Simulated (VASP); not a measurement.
A run of VASP 6.6.1 is set up as follows.

Contents of INCAR:

```
SYSTEM = Pt
PREC     = Accurate       ! precision mode
ENCUT    = 520            ! plane-wave cutoff, eV
EDIFF    = 1E-6           ! SCF threshold, eV
ISMEAR   = 0              ! smearing method
SIGMA    = 0.15           ! smearing width, eV
LREAL    = .FALSE.        ! projectors in reciprocal space
LASPH    = .TRUE.         ! aspherical terms in the spheres
NELM     = 60             ! most SCF steps
ALGO     = Normal         ! electronic algorithm
ISIF     = 2              ! what is computed and relaxed
LWAVE    = .FALSE.        ! write WAVECAR
LCHARG   = .TRUE.         ! write CHGCAR
LELF     = .TRUE.         ! ELF
LVHAR    = .TRUE.       
NBANDS   = 11             ! bands
```

File KPOINTS:

```
Automatic mesh
0
G
  22 22 22
  0 0 0
```

The input POSCAR:

```
Pt
1.0
    0.0000000000      1.8865626239      1.8865626239
    1.8865626239      0.0000000000      1.8865626239
    1.8865626239      1.8865626239      0.0000000000
Pt
1
Direct
    0.0000000000      0.0000000000      0.0000000000
```

Potentials or basis: VASP PAW LDA potentials, release 64 (Pt).

The run is started by

```console
$ cat potpaw_LDA.64/Pt/POTCAR > POTCAR
$ mpirun -np 1 vasp_std > vasp.out
```

**Question.** Predict the band gap on the k mesh.

**Answer.** Zero (bands 5 and 6 overlap by 2.74 eV).

**Question.** What does it give for the pressure?

**Answer.** 38.5 GPa.

Caveat: the cell stands under pressure; spin-orbit coupling is left out, which moves the levels of the heavy elements.
